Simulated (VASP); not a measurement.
A run of VASP 6.6.1 is set up as follows.

INCAR

```
SYSTEM = ZnAu
PREC = Accurate
ENCUT = 520
EDIFF = 1E-8
ISMEAR = -1
SIGMA = 0.05
LREAL = .FALSE.
LASPH = .TRUE.
NELM = 100
ALGO = Normal
ISIF = 2
LWAVE = .FALSE.
LCHARG = .FALSE.
GGA = PS
LEFG = .TRUE.
NBANDS = 18
```

Contents of KPOINTS:

```
regular mesh
0
G
  13 13 13
  0 0 0
```

File POSCAR:

```
ZnAu
1.0
    3.1470000000      0.0000000000      0.0000000000
    0.0000000000      3.1470000000      0.0000000000
    0.0000000000      0.0000000000      3.1470000000
Zn Au
1 1
Direct
    0.5000000000      0.5000000000      0.5000000000
    0.0000000000      0.0000000000      0.0000000000
```

Potentials or basis: VASP PAW PBE potentials, release 64 (Zn, Au).

Launch:

```console
$ cat potpaw_PBE.64/Zn/POTCAR potpaw_PBE.64/Au/POTCAR > POTCAR
$ mpirun -np 1 vasp_std > vasp.out
```

Task: Estimate the pressure.

Result: -2.2 GPa.

Task: What does it give for the band gap on the k mesh?

Result: Zero (an odd number of electrons rules out a gap without spin polarisation).

Caveat: the PAW data sets were made with another functional, which shifts forces and pressure a little; spin-orbit coupling is left out, which moves the levels of the heavy elements.
